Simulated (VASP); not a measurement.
# Al (Fm-3m) in VASP: further runs

The runs below take Al through single point, relaxation of volume and atoms at fixed shape, with PBEsol.

Program: VASP 6.6.1. These are calculated values, not measurements. Logs are shortened: lines on timing, memory, paths and dates and some standing lists are left out, and cuts for length are marked.

### 1 The cell of the first run

Symmetry: Fm-3m, No. 225, cubic system. The conventional cell has a = 4.003 Å, b = 4.003 Å, c = 4.003 Å, α = 90.00°, β = 90.00°, γ = 90.00°. Al (site symmetry m-3m) has 12 Al at 2.83 Å within 3.7 Å.

### 2 Single point, PBEsol

INCAR

```
SYSTEM = Al
ALGO = Normal ; EDIFF = 1E-6
ENCUT = 520 ; GGA = PS
ISIF = 2 ; ISMEAR = 1
LASPH = .TRUE. ; LCHARG = .TRUE.
LELF = .TRUE. ; LREAL = .FALSE.
LVHAR = .TRUE. ; LWAVE = .FALSE.
NBANDS = 8 ; NELM = 60
PREC = Accurate ; SIGMA = 0.05
```

KPOINTS

```
k-points
0
G
  7 7 7
  0 0 0
```

POSCAR

```
Al
1.0
    0.0000000000      2.0015349542      2.0015349542
    2.0015349542      0.0000000000      2.0015349542
    2.0015349542      2.0015349542      0.0000000000
Al
1
Direct
    0.0000000000      0.0000000000      0.0000000000
```

Potentials or basis: VASP PAW PBE potentials, release 64 (Al).

The run is started by

```sh
cat potpaw_PBE.64/Al/POTCAR > POTCAR
mpirun -np 1 vasp_std > vasp.out
```

OUTCAR:

```text
SYSTEM = Al
   EDIFF = 1E-6
   ENCUT = 520
   GGA = PS
   ISIF = 2
   ISMEAR = 1
   LASPH = .TRUE.
   LREAL = .FALSE.
   NELM = 60
   PREC = Accurate

 ion  position               nearest neighbor table
   1  0.000  0.000  0.000-

  LATTYP: Found a face centered cubic cell.
 ALAT       =     4.0030699084

  Lattice vectors:

 A1 = (   0.0000000000,   2.0015349542,   2.0015349542)
 A2 = (   2.0015349542,   0.0000000000,   2.0015349542)
 A3 = (   2.0015349542,   2.0015349542,   0.0000000000)

Analysis of symmetry for initial positions (statically):
=====================================================================
 Subroutine PRICEL returns:
 Original cell was already a primitive cell.

 Routine SETGRP: Setting up the symmetry group for a
 face centered cubic supercell.

 Subroutine GETGRP returns: Found 48 space group operations
 (whereof 48 operations were pure point group operations)
 out of a pool of 48 trial point group operations.

The static configuration has the point symmetry O_h .

Analysis of symmetry for dynamics (positions and initial velocities):
=====================================================================
 Subroutine PRICEL returns:
 Original cell was already a primitive cell.

 Routine SETGRP: Setting up the symmetry group for a
 face centered cubic supercell.

 Subroutine GETGRP returns: Found 48 space group operations
 (whereof 48 operations were pure point group operations)
 out of a pool of 48 trial point group operations.

The dynamic configuration has the point symmetry O_h .

 Subroutine INISYM returns: Found 48 space group operations
 (whereof 48 operations are pure point group operations),
 and found     1 'primitive' translations

----------------------------------------------------------------------------------------

                                     Primitive cell

  volume of cell :      16.0369

  direct lattice vectors                    reciprocal lattice vectors
     0.000000000  2.001534954  2.001534954    -0.249808278  0.249808278  0.249808278
     2.001534954  0.000000000  2.001534954     0.249808278 -0.249808278  0.249808278
     2.001534954  2.001534954  0.000000000     0.249808278  0.249808278 -0.249808278

  length of vectors
     2.830597878  2.830597878  2.830597878     0.432680629  0.432680629  0.432680629

  position of ions in fractional coordinates (direct lattice)
     0.000000000  0.000000000  0.000000000

  ion indices of the primitive-cell ions
   primitive index   ion index
                 1           1

----------------------------------------------------------------------------------------

 KPOINTS: k-points

Automatic generation of k-mesh.
 Grid dimensions read from file:
 generate k-points for:    7    7    7

 Generating k-lattice:

  Cartesian coordinates                     Fractional coordinates (reciprocal lattice)
    -0.035686897  0.035686897  0.035686897     0.142857143  0.000000000  0.000000000
     0.035686897 -0.035686897  0.035686897     0.000000000  0.142857143  0.000000000
     0.035686897  0.035686897 -0.035686897     0.000000000  0.000000000  0.142857143

  Length of vectors
     0.061811518  0.061811518  0.061811518

  Shift w.r.t. Gamma in fractional coordinates (k-lattice)
     0.000000000  0.000000000  0.000000000

 Subroutine IBZKPT returns following result:
 ===========================================

 Found     20 irreducible k-points:

 Following reciprocal coordinates:
            Coordinates               Weight
  0.000000  0.000000  0.000000      1.000000
  0.142857  0.000000  0.000000      8.000000
  0.285714  0.000000  0.000000      8.000000
  0.428571  0.000000  0.000000      8.000000
  0.142857  0.142857  0.000000      6.000000
  0.285714  0.142857  0.000000     24.000000
[... 12 lines left out ...]
 -0.428571  0.428571  0.142857     24.000000
 -0.285714  0.428571  0.142857     24.000000
   k-points           NKPTS =     20   k-points in BZ     NKDIM =     20   number of bands    NBANDS=      8
   number of dos      NEDOS =    301   number of ions     NIONS =      1
   total plane-waves  NPLWV =  13824
   dimension x,y,z NGX =    24 NGY =   24 NGZ =   24
   dimension x,y,z NGXF=    48 NGYF=   48 NGZF=   48
   ions per type =               1
   NGX,Y,Z   is equivalent  to a cutoff of  14.10, 14.10, 14.10 a.u.
   NGXF,Y,Z  is equivalent  to a cutoff of  28.19, 28.19, 28.19 a.u.
 SYSTEM =  Al
   PREC   = accura    normal or accurate (medium, high low for compatibility)
   ISTART =      0    job   : 0-new  1-cont  2-samecut
   ICHARG =      2    charge: 1-file 2-atom 10-const
   ISPIN  =      1    spin polarized calculation?
   LNONCOLLINEAR =      F non collinear calculations
   LSORBIT =      F    spin-orbit coupling
   LASPH  =      T    aspherical Exc in radial PAW
   ENCUT  =  520.0 eV  38.22 Ry    6.18 a.u.   5.26  5.26  5.26*2*pi/ulx,y,z
   NELM   =     60;   NELMIN=  2; NELMDL= -5     # of ELM steps
   EDIFF  = 0.1E-05   stopping-criterion for ELM
   LREAL  =      F    real-space projection
   EDIFFG = 0.1E-04   stopping-criterion for IOM
   NSW    =      0    number of steps for IOM
   IBRION =     -1    ionic relax: 0-MD 1-quasi-New 2-CG
   NFREE  =      0    steps in history (QN), initial steepest desc. (CG)
   ISIF   =      2    stress and relaxation
   ISYM   =      2    0-nonsym 1-usesym 2-fastsym
   POTIM  = 0.5000    time-step for ionic-motion
   TEBEG  =    0.0;   TEEND  =   0.0 temperature during run
   PSTRESS=    0.0 pullay stress
   NELECT =       3.0000    total number of electrons
   NUPDOWN=      -1.0000    fix difference up-down
   EMIN   =  10.00;   EMAX   =-10.00  energy-range for DOS
   EFERMI =   0.00;   METHOD = LEGACY
   ISMEAR =     1;   SIGMA  =   0.05  broadening in eV -4-tet -1-fermi 0-gaus
   EFERMI_NEDOS =   21; number of points for ismear=-14 and -15
   IALGO  =     38    algorithm
   IMIX   =      4    mixing-type and parameters
     AMIX     =   0.40;   BMIX     =  1.00
     AMIX_MAG =   1.60;   BMIX_MAG =  1.00
  volume/ion in A,a.u.               =      16.04       108.22
  Fermi-wavevector in a.u.,A,eV,Ry     =   0.936286  1.769325 11.927307  0.876632
  Thomas-Fermi vector in A             =   2.063280
   LORBIT       =      0    0 simple, 1 ext, 2 COOP (PROOUT), +10 PAW based schemes
   GGA     = PS    functional components
   LHFCALC =     F    Hartree Fock is set to
   AEXX    =    0.0000 exact exchange contribution
   IVDW    =     0    specifies the selected vdW correction
   LEPSILON=     F    determine dielectric tensor
   LRPA    =     F    only Hartree local field effects (RPA)
 non-spin polarized calculation
 Methfessel and Paxton  Order N= 1 SIGMA  =   0.05
  energy-cutoff  :      520.00
  volume of cell :       16.04
 maximum number of plane-waves:       444
 NGX is ok and might be reduce to    24
   NGX = 11   NGY = 11   NGZ = 11

 number of electron       3.0000000 magnetization

 Free energy of the ion-electron system (eV)
  ---------------------------------------------------
  ext. energy  EPLUGINS =         0.00000000
  ---------------------------------------------------
  free energy    TOTEN  =        -4.13846205 eV

  energy without entropy =       -4.13801649  energy(sigma->0) =       -4.13831353

 E-fermi :   8.3719     XC(G=0): -10.3600

 val. band max:        8.3643487522   @ k =  -0.2857   0.2857   0.0000
 cond. band min:       8.5016808634   @ k =  -0.2857   0.4286   0.1429
 fundamental gap:      0.1373321112
 Fermi energy:         8.3719178898

 k-point     1 :       0.0000    0.0000    0.0000
  band No.  band energies     occupation
      1      -3.0768      2.00000
      2      21.0053      0.00000
      3      21.0053      0.00000
      4      21.0053      0.00000
      5      22.7130      0.00000
      6      22.7130      0.00000
      7      22.7130      0.00000
      8      24.9496      0.00000

 k-point     2 :       0.1429    0.0000    0.0000
  band No.  band energies     occupation
      1      -2.5126      2.00000
      2      15.9595      0.00000
      3      19.9621      0.00000
      4      19.9621      0.00000
      5      23.1966      0.00000
      6      24.4964      0.00000
      7      24.4964      0.00000
      8      25.8576      0.00000

 k-point     3 :       0.2857    0.0000    0.0000
  band No.  band energies     occupation
      1      -0.8337      2.00000
      2      10.4270      0.00000
      3      19.2491      0.00000
      4      19.2491      0.00000
      5      22.6175      0.00000
      6      22.6175      0.00000
      7      22.8206      0.00000
      8      26.6998      0.00000

 k-point     4 :       0.4286    0.0000    0.0000
  band No.  band energies     occupation
      1       1.9190      2.00000
      2       5.7075      2.00000
      3      19.4347      0.00000
      4      19.4347      0.00000
      5      20.5702      0.00000
      6      20.5702      0.00000
      7      23.1633      0.00000
      8      24.5303      0.00000

 k-point     5 :       0.1429    0.1429    0.0000
  band No.  band energies     occupation
      1      -2.3250      2.00000
      2      17.9338      0.00000
      3      17.9338      0.00000
      4      18.0586      0.00000
      5      21.2577      0.00000
      6      22.1523      0.00000
      7      26.8478      0.00000
      8      26.8478      0.00000
[... 133 lines left out ...]
 k-point    18 :      -0.4286    0.2857    0.1429
  band No.  band energies     occupation
      1       3.3581      2.00000
      2       7.0755      2.00000
      3      12.1692      0.00000
      4      13.5108      0.00000
      5      21.7609      0.00000
      6      23.0439      0.00000
      7      26.5144      0.00000
      8      30.4343      0.00000

 k-point    19 :      -0.4286    0.4286    0.1429
  band No.  band energies     occupation
      1       4.2265      2.00000
      2       9.3552     -0.00000
      3       9.7467      0.00000
      4      11.4476      0.00000
      5      19.4675      0.00000
      6      21.5650      0.00000
      7      28.2998      0.00000
      8      32.1829      0.00000

 k-point    20 :      -0.2857    0.4286    0.1429
  band No.  band energies     occupation
      1       6.3258      2.00000
      2       6.9845      2.00000
      3       8.5017     -0.00150
      4      11.6369      0.00000
      5      21.1617      0.00000
      6      25.6962      0.00000
      7      26.2759      0.00000
      8      27.9741      0.00000

------------------------ aborting loop because EDIFF is reached ----------------------------------------

  FORCE on cell =-STRESS in cart. coord.  units (eV):
  Direction    XX          YY          ZZ          XY          YZ          ZX
  --------------------------------------------------------------------------------------
  -------------------------------------------------------------------------------------
  Total        0.0195575      0.0195575      0.0195575     -0.0000000     -0.0000000      0.0000000
  in kB        1.9539091      1.9539091      1.9539091     -0.0000000     -0.0000000      0.0000000
  external PRESSURE =       1.9539091 kB  Pullay stress =       0.0000000 kB

 VOLUME and BASIS-vectors are now :
 -----------------------------------------------------------------------------
  energy-cutoff  :      520.00
  volume of cell :       16.04
      direct lattice vectors                 reciprocal lattice vectors
     0.000000000  2.001534954  2.001534954    -0.249808278  0.249808278  0.249808278
     2.001534954  0.000000000  2.001534954     0.249808278 -0.249808278  0.249808278
     2.001534954  2.001534954  0.000000000     0.249808278  0.249808278 -0.249808278

 POSITION                                       TOTAL-FORCE (eV/Angst)
 -----------------------------------------------------------------------------------
      0.00000      0.00000      0.00000        -0.000000     -0.000000     -0.000000
 -----------------------------------------------------------------------------------
    total drift:                               -0.000000      0.000000     -0.000000

  FREE ENERGIE OF THE ION-ELECTRON SYSTEM (eV)
  ---------------------------------------------------
  free  energy   TOTEN  =        -4.1384620453 eV

  energy  without entropy=       -4.1380164926  energy(sigma->0) =       -4.13831353
```

It took 3.1 s on 1 thread of Intel Xeon Platinum 8559C (Emerald Rapids), shared host; peak memory 0.13 GiB.

What came out:

```yaml
Free_energy: -4.1385 eV
Pressure: 0.2 GPa
```

Caveat: the k points lie up to 0.39 Å⁻¹ apart; the PAW data sets were made with another functional, which shifts forces and pressure a little.

### 3 Relaxation of volume and atoms at fixed shape, PBEsol

This run uses another cell than the first one, of 16.60 Å³/atom, 1.035 times its volume.

INCAR

```
SYSTEM = Al
PREC = Accurate
ENCUT = 600
EDIFF = 1E-6
ISMEAR = 1
SIGMA = 0.05
LREAL = .False.
LASPH = .True.
NELM = 100
ALGO = Normal
ISIF = 8
LWAVE = .False.
LCHARG = .False.
GGA = PS
IBRION = 2
NSW = 80
EDIFFG = -0.02
```

KPOINTS

```
regular mesh
0
Gamma
  7 7 7
  0 0 0
```

POSCAR

```
Al
1.0
    0.0000000000      2.0248050000      2.0248050000
    2.0248050000      0.0000000000      2.0248050000
    2.0248050000      2.0248050000      0.0000000000
Al
1
Direct
    0.0000000000      0.0000000000      0.0000000000
```

Potentials or basis: VASP PAW PBE potentials, release 64 (Al).

The run is started by

```sh
cat potpaw_PBE.64/Al/POTCAR > POTCAR
mpirun -np 1 vasp_std > vasp.out
```

OUTCAR:

```text
SYSTEM = Al
   PREC = Accurate
   ENCUT = 600
   EDIFF = 1E-6
   ISMEAR = 1
   LREAL = .False.
   LASPH = .True.
   NELM = 100
   ISIF = 8
   GGA = PS
   IBRION = 2
   NSW = 80
   EDIFFG = -0.02

 ion  position               nearest neighbor table
   1  0.000  0.000  0.000-

  LATTYP: Found a face centered cubic cell.
 ALAT       =     4.0496100000

  Lattice vectors:

 A1 = (   0.0000000000,   2.0248050000,   2.0248050000)
 A2 = (   2.0248050000,   0.0000000000,   2.0248050000)
 A3 = (   2.0248050000,   2.0248050000,   0.0000000000)
[... 172 lines left out ...]

  FORCE on cell =-STRESS in cart. coord.  units (eV):
  Direction    XX          YY          ZZ          XY          YZ          ZX
  --------------------------------------------------------------------------------------
  -------------------------------------------------------------------------------------
  Total       -0.2882874     -0.2882874     -0.2882874      0.0000000      0.0000000     -0.0000000
  in kB      -27.8199653    -27.8199653    -27.8199653      0.0000000      0.0000000     -0.0000000
  external PRESSURE =     -27.8199653 kB  Pullay stress =       0.0000000 kB
[... 57 lines left out ...]
--------------------------------------- Ionic step        3  -------------------------------------------

 number of electron       3.0000000 magnetization

 Free energy of the ion-electron system (eV)
  ---------------------------------------------------
  ext. energy  EPLUGINS =         0.00000000
  ---------------------------------------------------
  free energy    TOTEN  =        -4.13858119 eV

  energy without entropy =       -4.13814214  energy(sigma->0) =       -4.13843484

 E-fermi :   8.3513     XC(G=0): -10.3525

 val. band max:        8.3437188390   @ k =  -0.2857   0.2857   0.0000
 cond. band min:       8.4769828660   @ k =  -0.2857   0.4286   0.1429
 fundamental gap:      0.1332640270
 Fermi energy:         8.3513301532

 k-point     1 :       0.0000    0.0000    0.0000
  band No.  band energies     occupation
      1      -3.0844      2.00000
      2      20.9716      0.00000
      3      20.9716      0.00000
      4      20.9716      0.00000
      5      22.6633      0.00000
[... 178 lines left out ...]
  FREE ENERGIE OF THE ION-ELECTRON SYSTEM (eV)
  ---------------------------------------------------
  free  energy   TOTEN  =        -4.1385811943 eV

  energy  without entropy=       -4.1381421388  energy(sigma->0) =       -4.13843484

 reached required accuracy - stopping structural energy minimisation
```

Run time: 3.1 s. Hardware: 1 thread of Intel Xeon Platinum 8559C (Emerald Rapids), shared host; peak memory 0.13 GiB.

What came out:

```yaml
Free_energy: -4.1386 eV
Relaxed_volume: 16.07 Å³/atom
Relaxed_cell: a = 2.833 Å, b = 2.833 Å, c = 2.833 Å, α = 60.00°, β = 60.00°, γ = 60.00°
Space_group_after_relaxing_to_0.05_Å: Fm-3m (No. 225)
Energy_gained_by_relaxing: 4.7 meV/atom
Ionic_steps: 3
Pressure_after_relaxing: 0.0 GPa
```

Step by step:
```csv
step,energy change (eV),largest force (eV/Å),pressure (GPa),volume (Å³)
1,0.0000,0.0000,-2.78,16.60
2,-0.0043,0.0000,0.87,15.92
3,-0.0047,0.0000,0.01,16.07
```

Final structure:
```
Al
1.0
     0.00000    2.00292    2.00292
     2.00292    0.00000    2.00292
     2.00292    2.00292    0.00000
Al
1
Direct
  0.00000 0.00000 0.00000
```

Caveat: the k points lie up to 0.39 Å⁻¹ apart in the final cell; the PAW data sets were made with another functional, which shifts forces and pressure a little.
